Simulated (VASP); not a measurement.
# Na (Im-3m) in VASP: single point with PBE

Aim: the single point of Na with PBE.

All numbers are computed with VASP 6.6.1; they aren't measurements. Logs are shortened: lines on timing, memory, paths and dates and some standing lists are left out, and cuts for length are marked.

### 1 The cell of the first run

Symmetry: Im-3m, No. 229, cubic system. The conventional cell has a = 4.197 Å, b = 4.197 Å, c = 4.197 Å, α = 90.00°, β = 90.00°, γ = 90.00°. Na (site symmetry m-3m) has 14 Na at 3.63 to 4.20 Å within 4.8 Å.

### 2 Single point, PBE

File INCAR:

```
PREC = Accurate ; ENCUT = 520
EDIFF = 1E-7 ; ISMEAR = 0
SIGMA = 0.1 ; LREAL = False
LASPH = True ; NELM = 60
ALGO = Fast ; ISIF = 2
LWAVE = False ; LCHARG = False
GGA = PE ; NBANDS = 10
```

File KPOINTS:

```
regular mesh
0
Gamma
  14 14 14
```

File POSCAR:

```
Na
1.0
   -2.0982906995      2.0982906995      2.0982906995
    2.0982906995     -2.0982906995      2.0982906995
    2.0982906995      2.0982906995     -2.0982906995
Na
1
Direct
    0.0000000000      0.0000000000      0.0000000000
```

Potentials or basis: VASP PAW PBE potentials, release 64 (Na_pv).

The run is started by

```console
cat potpaw_PBE.64/Na_pv/POTCAR > POTCAR
mpirun -np 1 vasp_std > vasp.out
```

OUTCAR:

```text
PREC = Accurate
   ENCUT = 520
   EDIFF = 1E-7
   ISMEAR = 0
   LREAL = False
   LASPH = True
   NELM = 60
   ISIF = 2
   GGA = PE

 ion  position               nearest neighbor table
   1  0.000  0.000  0.000-

  LATTYP: Found a body centered cubic cell.
 ALAT       =     4.1965813990

  Lattice vectors:

 A1 = (  -2.0982906995,   2.0982906995,   2.0982906995)
 A2 = (   2.0982906995,  -2.0982906995,   2.0982906995)
 A3 = (   2.0982906995,   2.0982906995,  -2.0982906995)

Analysis of symmetry for initial positions (statically):
=====================================================================
 Subroutine PRICEL returns:
 Original cell was already a primitive cell.

 Routine SETGRP: Setting up the symmetry group for a
 body centered cubic supercell.

 Subroutine GETGRP returns: Found 48 space group operations
 (whereof 48 operations were pure point group operations)
 out of a pool of 48 trial point group operations.

The static configuration has the point symmetry O_h .

Analysis of symmetry for dynamics (positions and initial velocities):
=====================================================================
 Subroutine PRICEL returns:
 Original cell was already a primitive cell.

 Routine SETGRP: Setting up the symmetry group for a
 body centered cubic supercell.

 Subroutine GETGRP returns: Found 48 space group operations
 (whereof 48 operations were pure point group operations)
 out of a pool of 48 trial point group operations.

The dynamic configuration has the point symmetry O_h .

 Subroutine INISYM returns: Found 48 space group operations
 (whereof 48 operations are pure point group operations),
 and found     1 'primitive' translations

----------------------------------------------------------------------------------------

                                     Primitive cell

  volume of cell :      36.9536

  direct lattice vectors                    reciprocal lattice vectors
    -2.098290700  2.098290700  2.098290700     0.000000000  0.238289194  0.238289194
     2.098290700 -2.098290700  2.098290700     0.238289194  0.000000000  0.238289194
     2.098290700  2.098290700 -2.098290700     0.238289194  0.238289194  0.000000000

  length of vectors
     3.634346101  3.634346101  3.634346101     0.336991810  0.336991810  0.336991810

  position of ions in fractional coordinates (direct lattice)
     0.000000000  0.000000000  0.000000000

  ion indices of the primitive-cell ions
   primitive index   ion index
                 1           1

----------------------------------------------------------------------------------------

 KPOINTS: regular mesh

Automatic generation of k-mesh.
 Grid dimensions read from file:
 generate k-points for:   14   14   14

 Generating k-lattice:

  Cartesian coordinates                     Fractional coordinates (reciprocal lattice)
     0.000000000  0.017020657  0.017020657     0.071428571  0.000000000  0.000000000
     0.017020657  0.000000000  0.017020657     0.000000000  0.071428571  0.000000000
     0.017020657  0.017020657  0.000000000     0.000000000  0.000000000  0.071428571

  Length of vectors
     0.024070844  0.024070844  0.024070844

  Shift w.r.t. Gamma in fractional coordinates (k-lattice)
     0.000000000  0.000000000  0.000000000

 Subroutine IBZKPT returns following result:
 ===========================================

 Found    104 irreducible k-points:

 Following reciprocal coordinates:
            Coordinates               Weight
  0.000000  0.000000  0.000000      1.000000
  0.071429  0.000000  0.000000     12.000000
  0.142857  0.000000  0.000000     12.000000
  0.214286  0.000000  0.000000     12.000000
  0.285714  0.000000  0.000000     12.000000
  0.357143  0.000000  0.000000     12.000000
[... 16 lines left out ...]
  0.285714  0.285714  0.000000     24.000000
  0.357143  0.285714  0.000000     24.000000
 [... further k-points ...]
   k-points           NKPTS =    104   k-points in BZ     NKDIM =    104   number of bands    NBANDS=     10
   number of dos      NEDOS =    301   number of ions     NIONS =      1
   total plane-waves  NPLWV =  21952
   dimension x,y,z NGX =    28 NGY =   28 NGZ =   28
   dimension x,y,z NGXF=    56 NGYF=   56 NGZF=   56
   ions per type =               1
   NGX,Y,Z   is equivalent  to a cutoff of  12.81, 12.81, 12.81 a.u.
   NGXF,Y,Z  is equivalent  to a cutoff of  25.62, 25.62, 25.62 a.u.
 SYSTEM =  unknown system
   PREC   = accura    normal or accurate (medium, high low for compatibility)
   ISTART =      0    job   : 0-new  1-cont  2-samecut
   ICHARG =      2    charge: 1-file 2-atom 10-const
   ISPIN  =      1    spin polarized calculation?
   LNONCOLLINEAR =      F non collinear calculations
   LSORBIT =      F    spin-orbit coupling
   LASPH  =      T    aspherical Exc in radial PAW
   ENCUT  =  520.0 eV  38.22 Ry    6.18 a.u.   6.76  6.76  6.76*2*pi/ulx,y,z
   NELM   =     60;   NELMIN=  2; NELMDL= -5     # of ELM steps
   EDIFF  = 0.1E-06   stopping-criterion for ELM
   LREAL  =      F    real-space projection
   EDIFFG = 0.1E-05   stopping-criterion for IOM
   NSW    =      0    number of steps for IOM
   IBRION =     -1    ionic relax: 0-MD 1-quasi-New 2-CG
   NFREE  =      0    steps in history (QN), initial steepest desc. (CG)
   ISIF   =      2    stress and relaxation
   ISYM   =      2    0-nonsym 1-usesym 2-fastsym
   POTIM  = 0.5000    time-step for ionic-motion
   TEBEG  =    0.0;   TEEND  =   0.0 temperature during run
   PSTRESS=    0.0 pullay stress
   NELECT =       7.0000    total number of electrons
   NUPDOWN=      -1.0000    fix difference up-down
   EMIN   =  10.00;   EMAX   =-10.00  energy-range for DOS
   EFERMI =   0.00;   METHOD = LEGACY
   ISMEAR =     0;   SIGMA  =   0.10  broadening in eV -4-tet -1-fermi 0-gaus
   EFERMI_NEDOS =   21; number of points for ismear=-14 and -15
   IALGO  =     68    algorithm
   IMIX   =      4    mixing-type and parameters
     AMIX     =   0.40;   BMIX     =  1.00
     AMIX_MAG =   1.60;   BMIX_MAG =  1.00
  volume/ion in A,a.u.               =      36.95       249.38
  Fermi-wavevector in a.u.,A,eV,Ry     =   0.940203  1.776727 12.027313  0.883983
  Thomas-Fermi vector in A             =   2.067592
   LORBIT       =      0    0 simple, 1 ext, 2 COOP (PROOUT), +10 PAW based schemes
   GGA     = PE    functional components
   LHFCALC =     F    Hartree Fock is set to
   AEXX    =    0.0000 exact exchange contribution
   IVDW    =     0    specifies the selected vdW correction
   LEPSILON=     F    determine dielectric tensor
   LRPA    =     F    only Hartree local field effects (RPA)
 non-spin polarized calculation
 RMM-DIIS sequential band-by-band and
 Gauss-broadening in eV      SIGMA  =   0.10
  energy-cutoff  :      520.00
  volume of cell :       36.95
 maximum number of plane-waves:      1012
   NGX = 13   NGY = 13   NGZ = 13

 number of electron       7.0000004 magnetization

 Free energy of the ion-electron system (eV)
  ---------------------------------------------------
  ext. energy  EPLUGINS =         0.00000000
  ---------------------------------------------------
  free energy    TOTEN  =        -1.31215227 eV

  energy without entropy =       -1.30912429  energy(sigma->0) =       -1.31063828

 E-fermi :   0.3141     XC(G=0):  -6.5105

 val. band max:        0.2870411724   @ k =  -0.3571   0.4286   0.1429
 cond. band min:       0.3680447827   @ k =   0.3571   0.0714   0.0714
 fundamental gap:      0.0810036102
 Fermi energy:         0.3141446623

 k-point     1 :       0.0000    0.0000    0.0000
  band No.  band energies     occupation
      1     -24.5611      2.00000
      2     -24.5611      2.00000
      3     -24.5611      2.00000
      4      -2.9466      2.00000
      5      12.0913      0.00000
      6      12.0913      0.00000
      7      12.0913      0.00000
      8      13.0934      0.00000
      9      13.0934      0.00000
     10      13.6517      0.00000

 k-point     2 :       0.0714    0.0000    0.0000
  band No.  band energies     occupation
      1     -24.5629      2.00000
      2     -24.5617      2.00000
      3     -24.5611      2.00000
      4      -2.8565      2.00000
      5      10.8983      0.00000
      6      11.5116      0.00000
      7      11.7404      0.00000
      8      12.3648      0.00000
      9      12.5722      0.00000
     10      13.9606      0.00000

 k-point     3 :       0.1429    0.0000    0.0000
  band No.  band energies     occupation
      1     -24.5679      2.00000
      2     -24.5634      2.00000
      3     -24.5611      2.00000
      4      -2.5869      2.00000
      5       9.0240      0.00000
      6      10.6602      0.00000
      7      11.1289      0.00000
      8      11.5339      0.00000
      9      12.2750      0.00000
     10      14.0713      0.00000

 k-point     4 :       0.2143    0.0000    0.0000
  band No.  band energies     occupation
      1     -24.5752      2.00000
      2     -24.5658      2.00000
      3     -24.5611      2.00000
      4      -2.1409      2.00000
      5       7.2205      0.00000
      6       9.9152      0.00000
      7      10.5632      0.00000
      8      10.8438      0.00000
      9      11.8492      0.00000
     10      14.4248      0.00000
[... 222 lines left out ...]
 k-point    22 :       0.3571    0.2143    0.0000
  band No.  band energies     occupation
      1     -24.5919      2.00000
      2     -24.5783      2.00000
      3     -24.5648      2.00000
      4       1.2677      0.00000
      5       2.5241      0.00000
      6       4.9324      0.00000
      7       8.5219      0.00000
      8      11.7565      0.00000
      9      13.9727      0.00000
     10      14.8062      0.00000

 k-point    23 :       0.2857    0.2857    0.0000
  band No.  band energies     occupation
      1     -24.5899      2.00000
      2     -24.5803      2.00000
      3     -24.5653      2.00000
      4       1.1977      0.00000
      5       3.2599      0.00000
      6       4.0369      0.00000
      7       8.4385      0.00000
      8      12.4375      0.00000
      9      13.2263      0.00000
     10      15.1648      0.00000

 k-point    24 :       0.3571    0.2857    0.0000
  band No.  band energies     occupation
      1     -24.5885      2.00000
      2     -24.5829      2.00000
      3     -24.5655      2.00000
      4       2.0546      0.00000
      5       2.4669      0.00000
      6       3.7407      0.00000
      7       8.3570      0.00000
      8      12.6071      0.00000
      9      13.5053      0.00000
     10      14.5957      0.00000

 [... further k-points ...]
[... 5 lines left out ...]
  --------------------------------------------------------------------------------------
  -------------------------------------------------------------------------------------
  Total       -0.0017994     -0.0017994     -0.0017994      0.0000000      0.0000000     -0.0000000
  in kB       -0.0780175     -0.0780175     -0.0780175      0.0000000      0.0000000     -0.0000000
  external PRESSURE =      -0.0780175 kB  Pullay stress =       0.0000000 kB

 VOLUME and BASIS-vectors are now :
 -----------------------------------------------------------------------------
  energy-cutoff  :      520.00
  volume of cell :       36.95
      direct lattice vectors                 reciprocal lattice vectors
    -2.098290700  2.098290700  2.098290700     0.000000000  0.238289194  0.238289194
     2.098290700 -2.098290700  2.098290700     0.238289194  0.000000000  0.238289194
     2.098290700  2.098290700 -2.098290700     0.238289194  0.238289194  0.000000000

 POSITION                                       TOTAL-FORCE (eV/Angst)
 -----------------------------------------------------------------------------------
      0.00000      0.00000      0.00000        -0.000000     -0.000000     -0.000000
 -----------------------------------------------------------------------------------
    total drift:                                0.000000     -0.000000      0.000000

  FREE ENERGIE OF THE ION-ELECTRON SYSTEM (eV)
  ---------------------------------------------------
  free  energy   TOTEN  =        -1.3121522746 eV

  energy  without entropy=       -1.3091242900  energy(sigma->0) =       -1.31063828
```

Run time: 31 s. Hardware: 1 thread of AMD EPYC 7R43 (Zen 3), shared host; peak memory 0.12 GiB.

What came out:

```yaml
Free_energy: -1.3122 eV
Pressure: 0.0 GPa
```

Levels at points of the mesh, in eV from the Fermi level:
```csv
k point,band 1,band 2,band 3,band 4,band 5,band 6
"(0.00, 0.00, 0.00)",-24.88,-24.88,-24.88,-3.26,11.78,11.78
"(0.50, 0.00, 0.00)",-24.91,-24.89,-24.88,0.78,1.25,8.24
"(0.50, 0.50, 0.50)",-24.90,-24.90,-24.90,4.55,4.55,4.93
```
